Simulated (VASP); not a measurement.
Wanted: the native input for a VASP 6.6.1 run.

- Task: single point
- Functional: PBE
- Potentials or basis: VASP PAW PBE potentials, release 64 (In_d, P)
- Cutoff: 520 eV
- k mesh: 13 × 13 × 13
- Occupations: fermi-dirac, width 0.05 eV
- Spin: no spin polarisation
- Dipole correction: no
- Further INCAR settings: ALGO = Normal; EDIFF = 1e-07; NBANDS = 16

The structure of InP (rocksalt type) lies in POSCAR:

```
InP
1.0
    0.0000000000      2.2692173750      2.2692173750
    2.2692173750      0.0000000000      2.2692173750
    2.2692173750      2.2692173750      0.0000000000
In P
1 1
Direct
    0.0000000000      0.0000000000      0.0000000000
    0.5000000000      0.5000000000      0.5000000000
```

The input as run:

INCAR

```
SYSTEM = InP
  PREC = Accurate
  ENCUT = 520
  EDIFF = 1E-7
  ISMEAR = -1
  SIGMA = 0.05
  LREAL = .False.
  LASPH = .True.
  NELM = 80
  ALGO = Normal
  ISIF = 2
  LWAVE = .False.
  LCHARG = .True.
  GGA = PE
  LELF = .True.
  LVHAR = .True.
  NBANDS = 16
```

KPOINTS

```
regular mesh
0
Gamma
  13 13 13
  0 0 0
```

Potentials or basis: VASP PAW PBE potentials, release 64 (In_d, P).

Run with:

```bash
$ cat potpaw_PBE.64/In_d/POTCAR potpaw_PBE.64/P/POTCAR > POTCAR
$ mpirun -np 1 vasp_std > vasp.out
```

It gave:

- Pressure: 175.5 GPa
- Band gap on the k mesh: zero (bands 9 and 10 overlap by 2.19 eV)

Caveat: the cell stands under pressure; spin-orbit coupling is left out, which moves the levels of the heavy elements.

Wall time 41 s on 1 thread of Intel Xeon 8259CL (shared host), peak memory 0.16 GiB.
